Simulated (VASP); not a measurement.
# PtSe2 (P-3m1) in VASP: notebook

Runs on PtSe2. Level: r2SCAN+rVV10. Tasks: single point.

All numbers are computed with VASP 6.6.1; they aren't measurements. Logs are shortened: lines on timing, memory, paths and dates and some standing lists are left out, and cuts for length are marked.

### Step 1. The cell of the first run

Symmetry: P-3m1, No. 164, trigonal system. Conventional cell: a = 3.648 Å, b = 3.648 Å, c = 4.959 Å, α = 90.00°, β = 90.00°, γ = 120.00°. Within 3.2 Å of Pt (site symmetry -3m) lie 6 Se at 2.44 Å. Se (site symmetry 3m) has 3 Pt at 2.44 Å and 6 Se at 3.25 Å within 3.3 Å.

### Step 2. Single point, r2SCAN+rVV10

Input file POSCAR:

```
PtSe2
1.0
    3.6479786689      0.0000000000      0.0000000000
   -1.8239893344      3.1592421997      0.0000000000
    0.0000000000      0.0000000000      4.9586648823
Pt Se
1 2
Direct
    0.0000000000      0.0000000000      0.0000000000
    0.6666666667      0.3333333333      0.7500000000
    0.3333333333      0.6666666667      0.2500000000
```

Input file INCAR.step1:

```
PREC     = Accurate       # precision mode
ENCUT    = 520            # plane-wave cutoff, eV
ISMEAR   = -1             # smearing method
SIGMA    = 0.05           # smearing width, eV
LREAL    = False          # projectors in reciprocal space
LASPH    = True           # aspherical terms in the spheres
NELM     = 80             # most SCF steps
NBANDS   = 18             # bands
GGA      = PE             # functional
ALGO     = Normal         # electronic algorithm
EDIFF    = 1E-4           # SCF threshold, eV
LWAVE    = True           # write WAVECAR
LCHARG   = False          # write CHGCAR
```

Input file INCAR.step2:

```
PREC     = Accurate       # precision mode
ENCUT    = 520            # plane-wave cutoff, eV
EDIFF    = 1E-6           # SCF threshold, eV
ISMEAR   = -1             # smearing method
SIGMA    = 0.05           # smearing width, eV
LREAL    = False          # projectors in reciprocal space
LASPH    = True           # aspherical terms in the spheres
NELM     = 80             # most SCF steps
ALGO     = Normal         # electronic algorithm
ISIF     = 2              # what is computed and relaxed
LWAVE    = False          # write WAVECAR
LCHARG   = False          # write CHGCAR
METAGGA  = R2SCAN         # meta-GGA
LMIXTAU  = True         
LUSE_VDW = True         
IVDW_NL  = 2            
BPARAM   = 11.95        
CPARAM   = 0.0093       
NBANDS   = 18             # bands
ISTART   = 1
```

Input file KPOINTS:

```
regular mesh
0
Gamma
  8 8 5
```

Potentials or basis: VASP PAW PBE potentials, release 64 (Pt, Se).

Launch:

```console
> cat potpaw_PBE.64/Pt/POTCAR potpaw_PBE.64/Se/POTCAR > POTCAR
> cp INCAR.step1 INCAR
> mpirun -np 1 vasp_std > vasp.out
> cp INCAR.step2 INCAR
> mpirun -np 1 vasp_std > vasp.out
```

OUTCAR:

```text
PREC = Accurate
   ENCUT = 520
   EDIFF = 1E-6
   ISMEAR = -1
   LREAL = False
   LASPH = True
   NELM = 80
   ISIF = 2
   METAGGA = R2SCAN
   IVDW_NL = 2
   BPARAM = 11.95
   ISTART = 1

 ion  position               nearest neighbor table
   1  0.000  0.000  0.000-   2 2.44   3 2.44   3 2.44   2 2.44   2 2.44   3 2.44
   2  0.667  0.333  0.750-   1 2.44   1 2.44   1 2.44
   3  0.333  0.667  0.250-   1 2.44   1 2.44   1 2.44

  LATTYP: Found a hexagonal cell.
 ALAT       =     3.6479786689
 C/A-ratio  =     1.3592910848

  Lattice vectors:

 A1 = (   3.6479786689,   0.0000000000,   0.0000000000)
 A2 = (  -1.8239893344,   3.1592421997,   0.0000000000)
 A3 = (   0.0000000000,   0.0000000000,   4.9586648823)

Analysis of symmetry for initial positions (statically):
=====================================================================
 Subroutine PRICEL returns:
 Original cell was already a primitive cell.

 Routine SETGRP: Setting up the symmetry group for a
 hexagonal supercell.

 Subroutine GETGRP returns: Found 12 space group operations
 (whereof 12 operations were pure point group operations)
 out of a pool of 24 trial point group operations.

The static configuration has the point symmetry D_3d.

Analysis of symmetry for dynamics (positions and initial velocities):
=====================================================================
 Subroutine PRICEL returns:
 Original cell was already a primitive cell.

 Routine SETGRP: Setting up the symmetry group for a
 hexagonal supercell.

 Subroutine GETGRP returns: Found 12 space group operations
 (whereof 12 operations were pure point group operations)
 out of a pool of 24 trial point group operations.

The dynamic configuration has the point symmetry D_3d.

 Subroutine INISYM returns: Found 12 space group operations
 (whereof 12 operations are pure point group operations),
 and found     1 'primitive' translations

----------------------------------------------------------------------------------------

                                     Primitive cell

  volume of cell :      57.1479

  direct lattice vectors                    reciprocal lattice vectors
     3.647978669  0.000000000  0.000000000     0.274124410  0.158265802  0.000000000
    -1.823989334  3.159242200  0.000000000     0.000000000  0.316531604  0.000000000
     0.000000000  0.000000000  4.958664882     0.000000000  0.000000000  0.201667187

  length of vectors
     3.647978669  3.647978669  4.958664882     0.316531604  0.316531604  0.201667187

  position of ions in fractional coordinates (direct lattice)
[... 79 lines left out ...]
   ENCUT  =  520.0 eV  38.22 Ry    6.18 a.u.   6.78  6.78  9.22*2*pi/ulx,y,z
   NELM   =     80;   NELMIN=  2; NELMDL=  0     # of ELM steps
   EDIFF  = 0.1E-05   stopping-criterion for ELM
   LREAL  =      F    real-space projection
   EDIFFG = 0.1E-04   stopping-criterion for IOM
   NSW    =      0    number of steps for IOM
   IBRION =     -1    ionic relax: 0-MD 1-quasi-New 2-CG
   NFREE  =      0    steps in history (QN), initial steepest desc. (CG)
   ISIF   =      2    stress and relaxation
   ISYM   =      2    0-nonsym 1-usesym 2-fastsym
   POTIM  = 0.5000    time-step for ionic-motion
   TEBEG  =    0.0;   TEEND  =   0.0 temperature during run
   PSTRESS=    0.0 pullay stress
   NELECT =      22.0000    total number of electrons
   NUPDOWN=      -1.0000    fix difference up-down
   EMIN   =  10.00;   EMAX   =-10.00  energy-range for DOS
   EFERMI =   0.00;   METHOD = LEGACY
   ISMEAR =    -1;   SIGMA  =   0.05  broadening in eV -4-tet -1-fermi 0-gaus
   EFERMI_NEDOS =   21; number of points for ismear=-14 and -15
   IALGO  =     38    algorithm
   IMIX   =      4    mixing-type and parameters
     AMIX     =   0.40;   BMIX     =  1.00
     AMIX_MAG =   1.60;   BMIX_MAG =  1.00
  volume/ion in A,a.u.               =      19.05       128.55
  Fermi-wavevector in a.u.,A,eV,Ry     =   1.190919  2.250512 19.296996  1.418289
  Thomas-Fermi vector in A             =   2.326993
   LORBIT       =      0    0 simple, 1 ext, 2 COOP (PROOUT), +10 PAW based schemes
   METAGGA = R2SCAN    functional components
   LHFCALC =     F    Hartree Fock is set to
   AEXX    =    0.0000 exact exchange contribution
   IVDW_NL    =     2    kernel type
   BPARAM     =11.9500
   IVDW    =     0    specifies the selected vdW correction
   LEPSILON=     F    determine dielectric tensor
   LRPA    =     F    only Hartree local field effects (RPA)
 non-spin polarized calculation
  energy-cutoff  :      520.00
  volume of cell :       57.15
 maximum number of plane-waves:      1550
 NGX is ok and might be reduce to    28
   NGX = 13   NGY = 13   NGZ = 19

 number of electron      22.0000001 magnetization

 Free energy of the ion-electron system (eV)
  ---------------------------------------------------
  ext. energy  EPLUGINS =         0.00000000
  ---------------------------------------------------
  free energy    TOTEN  =       -80.78469418 eV

  energy without entropy =      -80.78123055  energy(sigma->0) =      -80.78296237

 E-fermi :   7.3550     XC(G=0): -11.6463

 val. band max:        7.2844650737   @ k =   0.0000   0.1250   0.2000
 cond. band min:       7.4456108700   @ k =   0.3750   0.2500   0.0000
 fundamental gap:      0.1611457963
 Fermi energy:         7.3550060146

 k-point     1 :       0.0000    0.0000    0.0000
  band No.  band energies     occupation
      1      -9.7485      2.00000
      2      -6.3839      2.00000
      3      -0.8724      2.00000
      4      -0.1385      2.00000
      5      -0.1385      2.00000
      6       2.5559      2.00000
[... 481 lines left out ...]
      5       0.7084      2.00000
      6       1.5534      2.00000
[... 10 lines left out ...]
     17      16.2757      0.00000
     18      16.9495      0.00000

 [... further k-points ...]
[... 5 lines left out ...]
  --------------------------------------------------------------------------------------
  -------------------------------------------------------------------------------------
  Total        5.6060549      5.6060549      4.2556334      0.0000000      0.0000000      0.0000000
  in kB      157.1693864    157.1693864    119.3094443      0.0000000      0.0000000      0.0000000
  external PRESSURE =     144.5494057 kB  Pullay stress =       0.0000000 kB

 VOLUME and BASIS-vectors are now :
 -----------------------------------------------------------------------------
  energy-cutoff  :      520.00
  volume of cell :       57.15
      direct lattice vectors                 reciprocal lattice vectors
     3.647978669  0.000000000  0.000000000     0.274124410  0.158265802  0.000000000
    -1.823989334  3.159242200  0.000000000     0.000000000  0.316531604  0.000000000
     0.000000000  0.000000000  4.958664882     0.000000000  0.000000000  0.201667187

 POSITION                                       TOTAL-FORCE (eV/Angst)
 -----------------------------------------------------------------------------------
      0.00000      0.00000      0.00000        -0.000000      0.000000      0.000000
      1.82399      1.05308      3.71900         0.000000     -0.000000     -1.326809
     -0.00000      2.10616      1.23967        -0.000000      0.000000      1.326809
 -----------------------------------------------------------------------------------
    total drift:                               -0.000000     -0.000000     -0.000000

  FREE ENERGIE OF THE ION-ELECTRON SYSTEM (eV)
  ---------------------------------------------------
  free  energy   TOTEN  =       -80.7846941762 eV

  energy  without entropy=      -80.7812305541  energy(sigma->0) =      -80.78296237
```

OSZICAR.step1:

```text
N       E                     dE             d eps       ncg     rms          rms(c)
DAV:   1     0.116102641761E+03    0.11610E+03   -0.10334E+04  1440   0.109E+03
DAV:   2    -0.949648653213E+01   -0.12560E+03   -0.12112E+03  1742   0.218E+02
DAV:   3    -0.146703196706E+02   -0.51738E+01   -0.51296E+01  1728   0.440E+01
DAV:   4    -0.147111204356E+02   -0.40801E-01   -0.40779E-01  1718   0.422E+00
DAV:   5    -0.147115216012E+02   -0.40117E-03   -0.40115E-03  1756   0.414E-01    0.150E+01
DAV:   6    -0.140810028583E+02    0.63052E+00   -0.37914E+00  1488   0.182E+01    0.884E+00
DAV:   7    -0.139343844645E+02    0.14662E+00   -0.74279E-01  1482   0.842E+00    0.446E+00
DAV:   8    -0.139099914825E+02    0.24393E-01   -0.40765E-02  1580   0.181E+00    0.801E-01
DAV:   9    -0.139088243438E+02    0.11671E-02   -0.62960E-03  1718   0.705E-01    0.151E-01
DAV:  10    -0.139089895141E+02   -0.16517E-03   -0.63734E-04  1620   0.191E-01    0.534E-02
DAV:  11    -0.139090002649E+02   -0.10751E-04   -0.36920E-05   842   0.609E-02
   1 F= -.13909000E+02 E0= -.13906210E+02  d E =-.557968E-02
```

Run time: 4.4 min. Hardware: 1 thread of Intel Xeon 8259CL, shared host; peak memory 0.33 GiB.

Results:

```
Free energy            : -80.7847 eV
Pressure               : 14.5 GPa
Largest force          : 1.327 eV/Å
Band gap on the k mesh : zero (bands 11 and 12 overlap by 0.19 eV)
```

Forces on the atoms (eV/Å):
```
Pt   0.000  0.000  0.000
Se   0.000  0.000 -1.327
Se   0.000  0.000  1.327
```

Levels at points of the mesh, in eV from the Fermi level:
| k point | band 7 | band 8 | band 9 | band 10 | band 11 | band 12 | band 13 | band 14 | band 15 | band 16 |
| --- | --- | --- | --- | --- | --- | --- | --- | --- | --- | --- |
| (0.00, 0.00, 0.00) | -4.80 | -3.09 | -1.39 | -1.39 | 0.28 | 1.51 | 1.51 | 3.71 | 5.10 | 7.52 |
| (0.50, 0.00, 0.00) | -4.35 | -4.23 | -4.17 | -4.10 | -3.39 | 0.67 | 2.56 | 5.11 | 6.17 | 7.39 |

Caveat: the cell stands under pressure; the PAW data sets were made with another functional, which shifts forces and pressure a little; spin-orbit coupling is left out, which moves the levels of the heavy elements.

### Step 3. Single point, r2SCAN+rVV10

This run uses another cell than the first one, of 19.45 Å³/atom.

Input file POSCAR:

```
PtSe2
1.0
    3.6736695059      0.0000000000      0.0000000000
   -1.8368347530      3.1814911172      0.0000000000
    0.0000000000      0.0000000000      4.9935862081
Pt Se
1 2
Direct
    0.0000000000      0.0000000000      0.0000000000
    0.6666666667      0.3333333333      0.7500000000
    0.3333333333      0.6666666667      0.2500000000
```

Input file INCAR.step1:

```
SYSTEM = PtSe2
PREC = Accurate
ENCUT = 520
ISMEAR = -1
SIGMA = 0.05
LREAL = .FALSE.
LASPH = .TRUE.
NELM = 60
NBANDS = 18
GGA = PE
ALGO = Normal
EDIFF = 1E-4
LWAVE = .TRUE.
LCHARG = .FALSE.
```

Input file INCAR.step2:

```
SYSTEM = PtSe2
PREC = Accurate
ENCUT = 520
EDIFF = 1E-6
ISMEAR = -1
SIGMA = 0.05
LREAL = .FALSE.
LASPH = .TRUE.
NELM = 60
ALGO = Normal
ISIF = 2
LWAVE = .FALSE.
LCHARG = .FALSE.
METAGGA = R2SCAN
LMIXTAU = .TRUE.
LUSE_VDW = .TRUE.
IVDW_NL = 2
BPARAM = 11.95
CPARAM = 0.0093
NBANDS = 18
ISTART = 1
```

Input file KPOINTS:

```
regular mesh
0
G
  8 8 5
  0 0 0
```

Potentials or basis: VASP PAW PBE potentials, release 64 (Pt, Se).

Launch:

```console
> cat potpaw_PBE.64/Pt/POTCAR potpaw_PBE.64/Se/POTCAR > POTCAR
> cp INCAR.step1 INCAR
> mpirun -np 1 vasp_std > vasp.out
> cp INCAR.step2 INCAR
> mpirun -np 1 vasp_std > vasp.out
```

OUTCAR:

```text
SYSTEM = PtSe2
   PREC = Accurate
   ENCUT = 520
   EDIFF = 1E-6
   ISMEAR = -1
   LREAL = .FALSE.
   LASPH = .TRUE.
   NELM = 60
   ISIF = 2
   METAGGA = R2SCAN
   IVDW_NL = 2
   BPARAM = 11.95
   ISTART = 1

 ion  position               nearest neighbor table
   1  0.000  0.000  0.000-   2 2.46   3 2.46   2 2.46   3 2.46   2 2.46   3 2.46
   2  0.667  0.333  0.750-   1 2.46   1 2.46   1 2.46
   3  0.333  0.667  0.250-   1 2.46   1 2.46   1 2.46

  LATTYP: Found a hexagonal cell.
 ALAT       =     3.6736695059
 C/A-ratio  =     1.3592910849

  Lattice vectors:

 A1 = (   3.6736695059,   0.0000000000,   0.0000000000)
 A2 = (  -1.8368347530,   3.1814911172,   0.0000000000)
 A3 = (   0.0000000000,   0.0000000000,   4.9935862081)

Analysis of symmetry for initial positions (statically):
=====================================================================
 Subroutine PRICEL returns:
 Original cell was already a primitive cell.
[... 169 lines left out ...]
  ---------------------------------------------------
  free energy    TOTEN  =       -80.87958148 eV

  energy without entropy =      -80.87618357  energy(sigma->0) =      -80.87788253

 E-fermi :   7.0321     XC(G=0): -11.5334

 val. band max:        6.9570861643   @ k =   0.0000   0.1250   0.2000
 cond. band min:       7.1295361202   @ k =   0.3750   0.2500   0.0000
 fundamental gap:      0.1724499559
 Fermi energy:         7.0321494074

 k-point     1 :       0.0000    0.0000    0.0000
  band No.  band energies     occupation
      1      -9.8421      2.00000
      2      -6.6184      2.00000
      3      -0.9753      2.00000
      4      -0.2507      2.00000
      5      -0.2507      2.00000
      6       2.3837      2.00000
[... 481 lines left out ...]
      5       0.5598      2.00000
      6       1.3970      2.00000
[... 10 lines left out ...]
     17      15.9318      0.00000
     18      16.5785      0.00000

 [... further k-points ...]

------------------------ aborting loop because EDIFF is reached ----------------------------------------

  FORCE on cell =-STRESS in cart. coord.  units (eV):
  Direction    XX          YY          ZZ          XY          YZ          ZX
  --------------------------------------------------------------------------------------
  -------------------------------------------------------------------------------------
  Total        4.1411451      4.1411451      3.2624929     -0.0000000     -0.0000000      0.0000000
  in kB      113.6809451    113.6809451     89.5605626     -0.0000000     -0.0000000      0.0000000
  external PRESSURE =     105.6408176 kB  Pullay stress =       0.0000000 kB

 VOLUME and BASIS-vectors are now :
 -----------------------------------------------------------------------------
  energy-cutoff  :      520.00
  volume of cell :       58.36
      direct lattice vectors                 reciprocal lattice vectors
     3.673669506  0.000000000  0.000000000     0.272207393  0.157159012  0.000000000
    -1.836834753  3.181491117  0.000000000     0.000000000  0.314318024  0.000000000
     0.000000000  0.000000000  4.993586208     0.000000000  0.000000000  0.200256881

 POSITION                                       TOTAL-FORCE (eV/Angst)
 -----------------------------------------------------------------------------------
      0.00000      0.00000      0.00000        -0.000000      0.000000      0.000000
      1.83683      1.06050      3.74519        -0.000000     -0.000000     -1.007672
     -0.00000      2.12099      1.24840         0.000000      0.000000      1.007672
 -----------------------------------------------------------------------------------
    total drift:                               -0.000000     -0.000000     -0.000000

  FREE ENERGIE OF THE ION-ELECTRON SYSTEM (eV)
  ---------------------------------------------------
  free  energy   TOTEN  =       -80.8795814829 eV

  energy  without entropy=      -80.8761835673  energy(sigma->0) =      -80.87788253
```

OSZICAR.step1:

```text
N       E                     dE             d eps       ncg     rms          rms(c)
DAV:   1     0.114708178632E+03    0.11471E+03   -0.10250E+04  1464   0.109E+03
DAV:   2    -0.964101235547E+01   -0.12435E+03   -0.12026E+03  1792   0.217E+02
DAV:   3    -0.147889305269E+02   -0.51479E+01   -0.51044E+01  1736   0.440E+01
DAV:   4    -0.148272496480E+02   -0.38319E-01   -0.38306E-01  1866   0.414E+00
DAV:   5    -0.148276367080E+02   -0.38706E-03   -0.38705E-03  1722   0.401E-01    0.143E+01
DAV:   6    -0.142129876558E+02    0.61465E+00   -0.39051E+00  1498   0.183E+01    0.852E+00
DAV:   7    -0.140526247453E+02    0.16036E+00   -0.76871E-01  1492   0.853E+00    0.429E+00
DAV:   8    -0.140301059355E+02    0.22519E-01   -0.41866E-02  1588   0.174E+00    0.810E-01
DAV:   9    -0.140287704999E+02    0.13354E-02   -0.62118E-03  1696   0.714E-01    0.155E-01
DAV:  10    -0.140289502795E+02   -0.17978E-03   -0.72980E-04  1674   0.196E-01    0.488E-02
DAV:  11    -0.140289563521E+02   -0.60725E-05   -0.41299E-05   824   0.639E-02
   1 F= -.14028956E+02 E0= -.14026169E+02  d E =-.557456E-02
```

It took 7.1 min on 1 thread of Intel Xeon 8259CL, shared host; peak memory 0.33 GiB.

Results:

- Free energy: -80.8796 eV
- Pressure: 10.6 GPa
- Largest force: 1.008 eV/Å
- Band gap on the k mesh: zero (bands 11 and 12 overlap by 0.19 eV)

Forces on the atoms (eV/Å):
```
Pt   0.000  0.000  0.000
Se   0.000  0.000 -1.008
Se   0.000  0.000  1.008
```

Levels at points of the mesh, in eV from the Fermi level:
```
           k point  band 9  band 10  band 11  band 12  band 13  band 14
(0.00, 0.00, 0.00)   -1.35    -1.35     0.28     1.48     1.48     3.77
(0.50, 0.00, 0.00)   -4.05    -3.98    -3.33     0.67     2.49     5.06
```

Caveat: the cell stands under pressure; the PAW data sets were made with another functional, which shifts forces and pressure a little; spin-orbit coupling is left out, which moves the levels of the heavy elements.
